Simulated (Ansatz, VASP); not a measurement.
AlNi: VASP beside Ansatz

Contents of INCAR:

```
PREC = Accurate ; ENCUT = 520
EDIFF = 1E-7 ; ISMEAR = -1
SIGMA = 0.05 ; LREAL = F
LASPH = T ; NELM = 150
ALGO = Normal ; ISIF = 2
LWAVE = F ; LCHARG = F
ISPIN = 2 ; MAGMOM = 0.2 0
LORBIT = 11 ; NUPDOWN = 0.2
LMAXMIX = 4 ; GGA = PE
NBANDS = 18
```

File KPOINTS:

```
regular mesh
0
Gamma
  8 8 8
```

Contents of POSCAR:

```
AlNi
1.0
    2.8810000000      0.0000000000      0.0000000000
    0.0000000000      2.8810000000      0.0000000000
    0.0000000000      0.0000000000      2.8810000000
Ni Al
1 1
Direct
    0.5000000000      0.5000000000      0.5000000000
    0.0000000000      0.0000000000      0.0000000000
```

Contents of input.yaml:

```yaml
crystal:
  lattice:
    - [2.881, 0.0, 0.0]
    - [0.0, 2.881, 0.0]
    - [0.0, 0.0, 2.881]
  atoms:
    - { symbol: Ni, position: [0.5, 0.5, 0.5], spin: 0.2 }
    - { symbol: Al, position: [0.0, 0.0, 0.0] }
hamiltonian:
  xc: pbe
  pseudopotentials: { kind: paw }
magnetization:
  spin_polarized: true
  initial_magnetization: 0.2
  spin_locking: { lock_magnetization: hard }
kpoints:
  mp_grid: { grid: [8, 8, 8] }
scf:
  occupations: { method: fermi_dirac, width: 0.05 }
  lower_state_search: "off"
output:
  forces: true
  stress: true
  eigenvalues: true
```

Alike in both runs: task single point; functional PBE; k mesh 8 × 8 × 8; occupations fermi-dirac, width 0.05 eV; collinear spin; fixed moment 0.2 μB.

|  | VASP | Ansatz |
| --- | --- | --- |
| version | VASP 6.6.1 | Ansatz 0.2.0 |
| potentials or method | VASP PAW PBE potentials, release 64 (Ni, Al) | Ansatz PAW |
| plane-wave cutoff (eV) | 520 | 420 |
| valence electrons in the cell | 13 | 21 |

|  | VASP | Ansatz | Ansatz less VASP |
| --- | --- | --- | --- |
| pressure (GPa) | 2.2 | 2.2 | +0.01 |
| net moment per atom (μB) | 0.10 | 0.10 | 0.000 |

VASP's potentials hold 13 valence electrons a cell and Ansatz's 21, so a difference there can come from the potentials and not from the codes.
